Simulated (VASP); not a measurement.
A run of VASP 6.6.1:

File INCAR:

```
PREC = Accurate
ENCUT = 520
EDIFF = 1E-6
ISMEAR = 0
SIGMA = 0.1
LREAL = F
LASPH = T
NELM = 100
ALGO = Normal
ISIF = 2
LWAVE = F
LCHARG = F
GGA = PS
NBANDS = 12
```

KPOINTS

```
regular mesh
0
Gamma
  12 12 12
```

POSCAR

```
Sb
1.0
    2.1610267024      1.2476693484      3.6868246410
   -2.1610267024      1.2476693484      3.6868246410
    0.0000000000     -2.4953386967      3.6868246410
Sb
2
Direct
    0.2356859576      0.2356859576      0.2356859576
    0.7643140424      0.7643140424      0.7643140424
```

Potentials or basis: VASP PAW PBE potentials, release 64 (Sb).

Command:

```console
$ cat potpaw_PBE.64/Sb/POTCAR > POTCAR
$ mpirun -np 1 vasp_std > vasp.out
```

Hardware: 1 thread of Intel(R) Xeon(R) Platinum 8375C CPU @ 2.90GHz (Ice Lake), on a shared host.

**Question.** How long does it take, and how much memory?

**Answer.** Run time: 110 s on 1 thread of Intel(R) Xeon(R) Platinum 8375C CPU @ 2.90GHz (Ice Lake), with other jobs on the host, peak memory 0.28 GiB. Counts: scf iterations 10, k points 189.
